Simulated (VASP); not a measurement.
# BaTiO3 (P4mm) in VASP: notebook

The runs below take BaTiO3 through single point, with PBE.

Program: VASP 6.6.1. These are calculated values, not measurements. Logs are shortened: lines on timing, memory, paths and dates and some standing lists are left out, and cuts for length are marked.

## Step 1: The cell of the first run

The structure is tetragonal, space group P4mm (No. 99). Conventional cell: a = 3.931 Å, b = 3.931 Å, c = 4.750 Å, α = 90.00°, β = 90.00°, γ = 90.00°. Ba (site symmetry 4mm) has 12 O at 2.75 to 3.44 Å and 8 Ti at 3.62 to 3.69 Å within 3.7 Å. Ti (site symmetry 4mm) has 5 O at 1.78 to 2.00 Å within 2.4 Å. Within 2.4 Å of O (site symmetry 4mm) lie 1 Ti at 1.78 Å. Within 2.8 Å of O (site symmetry 2mm) lie 2 Ti at 2.00 Å and 2 Ba at 2.75 Å and 4 O at 2.78 Å.

## Step 2: Single point, PBE (14.68 Å³/atom)

INCAR

```
PREC = Accurate
ENCUT = 520
EDIFF = 1E-7
ISMEAR = 0
SIGMA = 0.02
LREAL = False
LASPH = True
NELM = 60
ALGO = Normal
ISIF = 2
LWAVE = False
LCHARG = True
GGA = PE
LELF = True
LVHAR = True
NBANDS = 28
```

KPOINTS

```
regular mesh
0
Gamma
  8 8 8
```

POSCAR

```
BaTiO3
1.0
    3.9313607467      0.0000000000      0.0000000000
    0.0000000000      3.9313607467      0.0000000000
    0.0000000000      0.0000000000      4.7500495697
Ba Ti O
1 1 3
Direct
    0.0000000000      0.0000000000     -0.0592526455
    0.5000000000      0.5000000000      0.4524947995
    0.5000000000      0.5000000000      0.0786347032
    0.5000000000      0.0000000000      0.5355615714
    0.0000000000      0.5000000000      0.5355615714
```

Potentials or basis: VASP PAW PBE potentials, release 64 (Ba_sv, Ti_sv, O).

Command:

```bash
cat potpaw_PBE.64/Ba_sv/POTCAR potpaw_PBE.64/Ti_sv/POTCAR potpaw_PBE.64/O/POTCAR > POTCAR
mpirun -np 1 vasp_std > vasp.out
```

OUTCAR:

```text
PREC = Accurate
   ENCUT = 520
   EDIFF = 1E-7
   ISMEAR = 0
   LREAL = False
   LASPH = True
   NELM = 60
   ISIF = 2
   GGA = PE

 ion  position               nearest neighbor table
   1  0.000  0.000  0.941-   4 2.75   5 2.75   5 2.75   4 2.75   3 2.86   3 2.86   3 2.86   3 2.86
                             2 3.62   2 3.62   2 3.62   2 3.62   2 3.69   2 3.69   2 3.69   2 3.69
   2  0.500  0.500  0.452-   3 1.78   4 2.00   5 2.00   4 2.00   5 2.00   1 3.62   1 3.62   1 3.62
                             1 3.62   1 3.69   1 3.69   1 3.69   1 3.69
   3  0.500  0.500  0.079-   2 1.78   1 2.86   1 2.86   1 2.86   1 2.86
   4  0.500  0.000  0.536-   2 2.00   2 2.00   1 2.75   1 2.75
   5  0.000  0.500  0.536-   2 2.00   2 2.00   1 2.75   1 2.75

  LATTYP: Found a simple tetragonal cell.
 ALAT       =     3.9313607467
 C/A-ratio  =     1.2082456624

  Lattice vectors:

 A1 = (   3.9313607467,   0.0000000000,   0.0000000000)
 A2 = (   0.0000000000,   3.9313607467,   0.0000000000)
 A3 = (   0.0000000000,   0.0000000000,   4.7500495697)

Analysis of symmetry for initial positions (statically):
=====================================================================
 Subroutine PRICEL returns:
 Original cell was already a primitive cell.

 Routine SETGRP: Setting up the symmetry group for a
 simple tetragonal supercell.

 Subroutine GETGRP returns: Found  8 space group operations
 (whereof  8 operations were pure point group operations)
 out of a pool of 16 trial point group operations.

The static configuration has the point symmetry C_4v.

Analysis of symmetry for dynamics (positions and initial velocities):
=====================================================================
 Subroutine PRICEL returns:
 Original cell was already a primitive cell.

 Routine SETGRP: Setting up the symmetry group for a
 simple tetragonal supercell.

 Subroutine GETGRP returns: Found  8 space group operations
 (whereof  8 operations were pure point group operations)
 out of a pool of 16 trial point group operations.

The dynamic configuration has the point symmetry C_4v.

 Subroutine INISYM returns: Found  8 space group operations
 (whereof  8 operations are pure point group operations),
 and found     1 'primitive' translations

----------------------------------------------------------------------------------------

                                     Primitive cell

  volume of cell :      73.4149

  direct lattice vectors                    reciprocal lattice vectors
     3.931360747  0.000000000  0.000000000     0.254364853  0.000000000  0.000000000
     0.000000000  3.931360747  0.000000000     0.000000000  0.254364853  0.000000000
     0.000000000  0.000000000  4.750049570     0.000000000  0.000000000  0.210524119

  length of vectors
     3.931360747  3.931360747  4.750049570     0.254364853  0.254364853  0.210524119

  position of ions in fractional coordinates (direct lattice)
     0.000000000  0.000000000  0.940747354
     0.500000000  0.500000000  0.452494800
     0.500000000  0.500000000  0.078634703
     0.500000000  0.000000000  0.535561571
     0.000000000  0.500000000  0.535561571

  ion indices of the primitive-cell ions
   primitive index   ion index
                 1           1
                 2           2
                 3           3
                 4           4
                 5           5

----------------------------------------------------------------------------------------

 KPOINTS: regular mesh

Automatic generation of k-mesh.
 Grid dimensions read from file:
 generate k-points for:    8    8    8

 Generating k-lattice:

  Cartesian coordinates                     Fractional coordinates (reciprocal lattice)
     0.031795607  0.000000000  0.000000000     0.125000000  0.000000000  0.000000000
     0.000000000  0.031795607  0.000000000     0.000000000  0.125000000  0.000000000
     0.000000000  0.000000000  0.026315515     0.000000000  0.000000000  0.125000000

  Length of vectors
     0.031795607  0.031795607  0.026315515

  Shift w.r.t. Gamma in fractional coordinates (k-lattice)
     0.000000000  0.000000000  0.000000000

 Subroutine IBZKPT returns following result:
 ===========================================

 Found     75 irreducible k-points:

 Following reciprocal coordinates:
            Coordinates               Weight
  0.000000  0.000000  0.000000      1.000000
  0.125000  0.000000  0.000000      4.000000
  0.250000  0.000000  0.000000      4.000000
  0.375000  0.000000  0.000000      4.000000
  0.500000  0.000000  0.000000      2.000000
  0.125000  0.125000  0.000000      4.000000
[... 16 lines left out ...]
  0.375000  0.125000  0.125000     16.000000
  0.500000  0.125000  0.125000      8.000000
 [... further k-points ...]
   k-points           NKPTS =     75   k-points in BZ     NKDIM =     75   number of bands    NBANDS=     28
   number of dos      NEDOS =    301   number of ions     NIONS =      5
[... 38 lines left out ...]
  Fermi-wavevector in a.u.,A,eV,Ry     =   1.337109  2.526770 24.325323  1.787861
  Thomas-Fermi vector in A             =   2.465683
   LORBIT       =      0    0 simple, 1 ext, 2 COOP (PROOUT), +10 PAW based schemes
   GGA     = PE    functional components
   LHFCALC =     F    Hartree Fock is set to
   AEXX    =    0.0000 exact exchange contribution
   IVDW    =     0    specifies the selected vdW correction
   LEPSILON=     F    determine dielectric tensor
   LRPA    =     F    only Hartree local field effects (RPA)
 non-spin polarized calculation
 Gauss-broadening in eV      SIGMA  =   0.02
  energy-cutoff  :      520.00
  volume of cell :       73.41
 maximum number of plane-waves:      2009
 NGX is ok and might be reduce to    30
   NGX = 15   NGY = 15   NGZ = 17

 number of electron      40.0000001 magnetization

 Free energy of the ion-electron system (eV)
  ---------------------------------------------------
  ext. energy  EPLUGINS =         0.00000000
  ---------------------------------------------------
  free energy    TOTEN  =       -39.96045131 eV

  energy without entropy =      -39.96045131  energy(sigma->0) =      -39.96045131

 E-fermi :   3.5003     XC(G=0): -10.4504

 val. band max:        3.3393327672   @ k =   0.5000   0.5000   0.5000
 cond. band min:       5.1896821258   @ k =   0.0000   0.0000   0.0000
 fundamental gap:      1.8503493586
 Fermi energy:         3.5002813969

 k-point     1 :       0.0000    0.0000    0.0000
  band No.  band energies     occupation
      1     -53.4488      2.00000
      2     -29.8813      2.00000
      3     -29.6231      2.00000
      4     -29.6231      2.00000
      5     -22.4436      2.00000
      6     -13.8061      2.00000
[... 20 lines left out ...]
     27       8.6202      0.00000
     28       8.8596      0.00000

 k-point     2 :       0.1250    0.0000    0.0000
  band No.  band energies     occupation
      1     -53.4487      2.00000
      2     -29.8809      2.00000
      3     -29.6313      2.00000
      4     -29.6228      2.00000
      5     -22.4290      2.00000
      6     -13.7906      2.00000
[... 20 lines left out ...]
     27       8.8688      0.00000
     28       9.0523      0.00000

 k-point     3 :       0.2500    0.0000    0.0000
  band No.  band energies     occupation
      1     -53.4482      2.00000
      2     -29.8799      2.00000
      3     -29.6510      2.00000
      4     -29.6220      2.00000
      5     -22.3935      2.00000
      6     -13.7976      2.00000
[... 20 lines left out ...]
     27       9.2482      0.00000
     28       9.7726      0.00000

 k-point     4 :       0.3750    0.0000    0.0000
  band No.  band energies     occupation
      1     -53.4477      2.00000
      2     -29.8788      2.00000
      3     -29.6707      2.00000
      4     -29.6213      2.00000
      5     -22.3574      2.00000
      6     -13.8533      2.00000
[... 578 lines left out ...]
     27       9.4103      0.00000
     28       9.8916      0.00000

 k-point    23 :       0.3750    0.1250    0.1250
  band No.  band energies     occupation
      1     -53.4476      2.00000
      2     -29.8791      2.00000
      3     -29.6702      2.00000
      4     -29.6294      2.00000
      5     -22.3443      2.00000
      6     -13.7812      2.00000
[... 20 lines left out ...]
     27       9.8856      0.00000
     28      10.3016      0.00000

 k-point    24 :       0.5000    0.1250    0.1250
  band No.  band energies     occupation
      1     -53.4474      2.00000
      2     -29.8787      2.00000
      3     -29.6784      2.00000
      4     -29.6291      2.00000
      5     -22.3299      2.00000
      6     -13.8029      2.00000
[... 20 lines left out ...]
     27      10.2789      0.00000
     28      10.2863      0.00000

 [... further k-points ...]

------------------------ aborting loop because EDIFF is reached ----------------------------------------

  FORCE on cell =-STRESS in cart. coord.  units (eV):
  Direction    XX          YY          ZZ          XY          YZ          ZX
  --------------------------------------------------------------------------------------
  -------------------------------------------------------------------------------------
  Total       -1.0254153     -1.0254153     -0.9134976      0.0000000      0.0000000      0.0000000
  in kB      -22.3782657    -22.3782657    -19.9358188      0.0000000      0.0000000      0.0000000
  external PRESSURE =     -21.5641167 kB  Pullay stress =       0.0000000 kB

 VOLUME and BASIS-vectors are now :
 -----------------------------------------------------------------------------
  energy-cutoff  :      520.00
  volume of cell :       73.41
      direct lattice vectors                 reciprocal lattice vectors
     3.931360747  0.000000000  0.000000000     0.254364853  0.000000000  0.000000000
     0.000000000  3.931360747  0.000000000     0.000000000  0.254364853  0.000000000
     0.000000000  0.000000000  4.750049570     0.000000000  0.000000000  0.210524119

 POSITION                                       TOTAL-FORCE (eV/Angst)
 -----------------------------------------------------------------------------------
      0.00000      0.00000      4.46860         0.000000     -0.000000      0.134329
      1.96568      1.96568      2.14937        -0.000000      0.000000      0.086710
      1.96568      1.96568      0.37352        -0.000000     -0.000000     -0.090006
      1.96568      0.00000      2.54394        -0.000000     -0.000000     -0.065516
      0.00000      1.96568      2.54394         0.000000     -0.000000     -0.065516
 -----------------------------------------------------------------------------------
    total drift:                                0.000000      0.000000     -0.000649

  FREE ENERGIE OF THE ION-ELECTRON SYSTEM (eV)
  ---------------------------------------------------
  free  energy   TOTEN  =       -39.9604513129 eV

  energy  without entropy=      -39.9604513129  energy(sigma->0) =      -39.96045131
```

Run time: 2.9 min. Hardware: 1 thread of Intel Xeon Platinum 8488C (Sapphire Rapids), shared host; peak memory 0.28 GiB.

What came out:

- Free energy: -39.9605 eV
- Pressure: -2.2 GPa
- Largest force: 0.134 eV/Å
- Band gap on the k mesh: 1.85 eV (least direct gap 2.62 eV)

Forces on the atoms (eV/Å):
```
Ba   0.000  0.000  0.134
Ti   0.000  0.000  0.087
O    0.000  0.000 -0.090
O    0.000  0.000 -0.066
O    0.000  0.000 -0.066
```

Caveat: spin-orbit coupling is left out, which moves the levels of the heavy elements. A k mesh can miss the band edges.

## Step 3: Single point, PBE (13.75 Å³/atom)

This run uses another cell than the first one, of 13.75 Å³/atom.

INCAR

```
PREC     = Accurate       # precision mode
ENCUT    = 520            # plane-wave cutoff, eV
EDIFF    = 1E-7           # SCF threshold, eV
ISMEAR   = 0              # smearing method
SIGMA    = 0.02           # smearing width, eV
LREAL    = False          # projectors in reciprocal space
LASPH    = True           # aspherical terms in the spheres
NELM     = 100            # most SCF steps
ALGO     = Normal         # electronic algorithm
ISIF     = 2              # what is computed and relaxed
LWAVE    = False          # write WAVECAR
LCHARG   = True           # write CHGCAR
GGA      = PE             # functional
LELF     = True           # ELF
LVHAR    = True         
NBANDS   = 28             # bands
```

KPOINTS

```
Automatic mesh
0
Gamma
  8 8 8
```

POSCAR

```
BaTiO3
1.0
    3.9844328585      0.0000000000      0.0000000000
    0.0000000000      3.9844328585      0.0000000000
    0.0000000000      0.0000000000      4.3300754565
Ba Ti O
1 1 3
Direct
    0.0000000000      0.0000000000     -0.0203583849
    0.5000000000      0.5000000000      0.4656031492
    0.5000000000      0.5000000000      0.0509583074
    0.5000000000      0.0000000000      0.5233984642
    0.0000000000      0.5000000000      0.5233984642
```

Potentials or basis: VASP PAW PBE potentials, release 64 (Ba_sv, Ti_sv, O).

Command:

```bash
cat potpaw_PBE.64/Ba_sv/POTCAR potpaw_PBE.64/Ti_sv/POTCAR potpaw_PBE.64/O/POTCAR > POTCAR
mpirun -np 1 vasp_std > vasp.out
```

It took 69 s on 1 thread of Intel Xeon 6975P-C (Granite Rapids), shared host; peak memory 0.28 GiB.

Results (log left out):

```
Free energy            : -40.0389 eV
Pressure               : -0.6 GPa
Largest force          : 0.100 eV/Å
Band gap on the k mesh : 1.79 eV (least direct gap 2.43 eV)
```

Forces on the atoms (eV/Å):
```
Ba   0.000  0.000  0.064
Ti   0.000  0.000  0.100
O    0.000  0.000 -0.093
O    0.000  0.000 -0.035
O    0.000  0.000 -0.035
```

Stress tensor (GPa, compression positive):
```
-0.66  0.00  0.00
 0.00 -0.66  0.00
 0.00  0.00 -0.52
```

Levels at points of the mesh, in eV from the valence-band top:
```
           k point  band 18  band 19  band 20  band 21  band 22  band 23
(0.00, 0.00, 0.00)    -1.27    -0.64    -0.64     1.79     2.63     2.63
(0.50, 0.00, 0.00)    -1.87    -1.73    -1.62     2.66     3.34     3.47
(0.50, 0.50, 0.00)    -1.22    -1.22    -0.05     3.51     3.51     3.72
(0.00, 0.00, 0.50)    -2.01    -0.75    -0.75     1.89     3.37     3.37
(0.50, 0.00, 0.50)    -1.34    -1.20    -0.70     3.38     3.40     3.54
(0.50, 0.50, 0.50)    -0.67    -0.67     0.00     3.79     3.79     3.95
```

Caveat: spin-orbit coupling is left out, which moves the levels of the heavy elements.

## Step 4: Single point, PBE (14.15 Å³/atom)

This run uses another cell than the first one, of 14.15 Å³/atom.

INCAR

```
  PREC = Accurate
  ENCUT = 520
  EDIFF = 1E-7
  ISMEAR = 0
  SIGMA = 0.02
  LREAL = False
  LASPH = True
  NELM = 80
  ALGO = Normal
  ISIF = 2
  LWAVE = False
  LCHARG = False
  GGA = PE
  NBANDS = 28
```

KPOINTS

```
regular mesh
0
Gamma
  8 8 8
```

POSCAR

```
BaTiO3
1.0
    3.9684658627      0.0000000000      0.0000000000
    0.0000000000      3.9684658627      0.0000000000
    0.0000000000      0.0000000000      4.4921250073
Ba Ti O
1 1 3
Direct
    0.0000000000      0.0000000000     -0.0349314380
    0.5000000000      0.5000000000      0.4595549308
    0.5000000000      0.5000000000      0.0624372024
    0.5000000000      0.0000000000      0.5279696525
    0.0000000000      0.5000000000      0.5279696525
```

Command:

```bash
cat potpaw_PBE.64/Ba_sv/POTCAR potpaw_PBE.64/Ti_sv/POTCAR potpaw_PBE.64/O/POTCAR > POTCAR
mpirun -np 1 vasp_std > vasp.out
```

Wall time 81 s (1 thread of Intel Xeon 6975P-C (Granite Rapids), shared host); peak memory 0.28 GiB.

Results (log left out):

```
Free energy            : -40.0130 eV
Pressure               : -1.7 GPa
Largest force          : 0.094 eV/Å
Band gap on the k mesh : 1.81 eV (least direct gap 2.51 eV)
```

Forces on the atoms (eV/Å):
```
Ba   0.000  0.000  0.090
Ti   0.000  0.000  0.094
O    0.000  0.000 -0.092
O    0.000  0.000 -0.046
O    0.000  0.000 -0.046
```

Stress tensor (GPa, compression positive):
```
-1.79  0.00  0.00
 0.00 -1.79  0.00
 0.00  0.00 -1.64
```

Levels at points of the mesh, in eV from the valence-band top:
| k point | band 18 | band 19 | band 20 | band 21 | band 22 | band 23 |
| --- | --- | --- | --- | --- | --- | --- |
| (0.00, 0.00, 0.00) | -1.58 | -0.71 | -0.71 | 1.81 | 2.86 | 2.86 |
| (0.50, 0.00, 0.00) | -2.04 | -1.93 | -1.73 | 2.84 | 3.27 | 3.41 |
| (0.50, 0.50, 0.00) | -1.22 | -1.22 | -0.03 | 3.34 | 3.46 | 3.46 |
| (0.00, 0.00, 0.50) | -2.05 | -0.74 | -0.74 | 1.88 | 3.37 | 3.37 |
| (0.50, 0.00, 0.50) | -1.52 | -1.31 | -0.87 | 3.36 | 3.37 | 3.38 |
| (0.50, 0.50, 0.50) | -0.91 | -0.91 | 0.00 | 3.65 | 3.65 | 3.86 |

Caveat: spin-orbit coupling is left out, which moves the levels of the heavy elements.

## Step 5: Single point, PBE (14.68 Å³/atom)

INCAR

```
PREC = Accurate
ENCUT = 520
EDIFF = 1E-7
ISMEAR = 0
SIGMA = 0.02
LREAL = False
LASPH = True
NELM = 60
ALGO = Normal
ISIF = 2
LWAVE = False
LCHARG = True
GGA = PE
LELF = True
LVHAR = True
NBANDS = 28
```

KPOINTS is that of step 4.

POSCAR

```
BaTiO3
1.0
    3.9313607300      0.0000000000      0.0000000000
    0.0000000000      3.9313607300      0.0000000000
    0.0000000000      0.0000000000      4.7500497732
Ba Ti O
1 1 3
Direct
    0.0000000000      0.0000000000     -0.0592526629
    0.5000000000      0.5000000000      0.4524947955
    0.5000000000      0.5000000000      0.0786347164
    0.5000000000      0.0000000000      0.5355615756
    0.0000000000      0.5000000000      0.5355615756
```

Command:

```bash
cat potpaw_PBE.64/Ba_sv/POTCAR potpaw_PBE.64/Ti_sv/POTCAR potpaw_PBE.64/O/POTCAR > POTCAR
mpirun -np 1 vasp_std > vasp.out
```

It took 89 s on 1 thread of Intel Xeon 6975P-C (Granite Rapids), shared host; peak memory 0.28 GiB.

It converged, with:

| Quantity | Value |
| --- | --- |
| Free energy | -39.9605 eV |
| Pressure | -2.2 GPa |
| Largest force | 0.134 eV/Å |
| Band gap on the k mesh | 1.85 eV (least direct gap 2.62 eV) |

Forces on the atoms (eV/Å):
```
Ba   0.000  0.000  0.134
Ti   0.000  0.000  0.087
O    0.000  0.000 -0.090
O    0.000  0.000 -0.066
O    0.000  0.000 -0.066
```

Stress tensor (GPa, compression positive):
```
-2.24  0.00  0.00
 0.00 -2.24  0.00
 0.00  0.00 -1.99
```

Levels at points of the mesh, in eV from the valence-band top:
```
           k point  band 18  band 19  band 20  band 21  band 22  band 23
(0.00, 0.00, 0.00)    -1.83    -0.77    -0.77     1.85     3.23     3.23
(0.50, 0.00, 0.00)    -2.16    -2.11    -1.71     3.14     3.20     3.32
(0.50, 0.50, 0.00)    -1.19    -1.19    -0.02     2.86     3.37     3.37
(0.00, 0.00, 0.50)    -2.15    -0.73    -0.73     1.90     3.48     3.48
(0.50, 0.00, 0.50)    -1.77    -1.46    -1.04     3.17     3.32     3.46
(0.50, 0.50, 0.50)    -1.25    -1.25     0.00     3.48     3.48     3.73
```

Caveat: spin-orbit coupling is left out, which moves the levels of the heavy elements.

## Step 6: The runs side by side

```tsv
cell	gap on the mesh (eV)	pressure (GPa)	largest force (eV/Å)
a = 3.931, b = 3.931, c = 4.750 Å, 5 atoms, atomic positions A	1.85	-2.2	0.13
a = 3.984, b = 3.984, c = 4.330 Å, 5 atoms, atomic positions B	1.79	-0.6	0.10
a = 3.968, b = 3.968, c = 4.492 Å, 5 atoms, atomic positions C	1.81	-1.7	0.09
```

Alike in all rows: task single point; level PBE; potentials or basis VASP PAW PBE potentials, release 64 (Ba_sv, Ti_sv, O); no spin polarisation; k mesh 8 × 8 × 8; cutoff (eV) 520; smearing gaussian 0.02 eV.

Caveats: spin-orbit coupling is left out, which moves the levels of the heavy elements.

Absolute energies hang on the potentials; compare differences alone.
